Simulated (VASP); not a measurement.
# Te2Mo: single point with r2SCAN

Te2Mo:

```xyz
6
Lattice="3.4920 0.0000 0.0000 -1.7460 3.0242 0.0000 0.0000 0.0000 14.9087" Properties=species:S:1:pos:R:3 pbc="T T T"
Te    0.0000    2.0161    9.3704
Te    1.7460    1.0081    1.9160
Te    1.7460    1.0081    5.5383
Te    0.0000    2.0161   12.9926
Mo    0.0000    2.0161    3.7272
Mo    1.7460    1.0081   11.1815
```

This cell differs from its parent crystal: biaxial strain in the a-b plane: -2.0 %.

* Program: VASP 6.6.1
* Task: single point
* Functional: r2SCAN
* Potentials or basis: VASP PAW PBE potentials, release 64 (Te, Mo_sv)
* Cutoff: 520 eV
* k mesh: 12 × 12 × 2
* Occupations: gaussian, width 0.02 eV
* Spin: no spin polarisation
* Dipole correction: no
* Further INCAR settings: ALGO = Normal; EDIFF = 1e-06; NBANDS = 35

The pressure is 2.5 GPa, the largest force is 0.099 eV/Å and the band gap on the k mesh is 1.04 eV (least direct gap 1.23 eV).

Forces in eV/Å, atoms in the order of the input:
```
Te   0.000  0.000 -0.099
Te   0.000  0.000 -0.099
Te   0.000  0.000  0.099
Te   0.000  0.000  0.099
Mo   0.000  0.000  0.000
Mo   0.000  0.000  0.000
```

Stress tensor (GPa, compression positive):
```
3.40 0.00 0.00
0.00 3.40 0.00
0.00 0.00 0.68
```

Levels at points of the mesh, in eV from the valence-band top:
| k point | band 23 | band 24 | band 25 | band 26 | band 27 | band 28 | band 29 | band 30 |
| --- | --- | --- | --- | --- | --- | --- | --- | --- |
| (0.00, 0.00, 0.00) | -0.98 | -0.97 | -0.97 | -0.20 | 3.28 | 3.28 | 3.34 | 3.34 |
| (0.50, 0.00, 0.00) | -0.92 | -0.91 | -0.43 | -0.30 | 1.54 | 1.57 | 1.76 | 2.01 |
| (0.00, 0.00, 0.50) | -0.98 | -0.98 | -0.37 | -0.37 | 3.31 | 3.31 | 3.31 | 3.31 |
| (0.50, 0.00, 0.50) | -0.91 | -0.91 | -0.37 | -0.37 | 1.56 | 1.56 | 1.89 | 1.89 |

Wall time 21 min on 1 thread of Oxide Virtual Turin-like Processor (shared host), peak memory 0.39 GiB.

Caveat: the cell differs from its parent crystal (biaxial strain in the a-b plane: -2.0 %); the PAW data sets were made with another functional, which shifts forces and pressure a little; spin-orbit coupling is left out, which moves the levels of the heavy elements. A k mesh can miss the band edges.
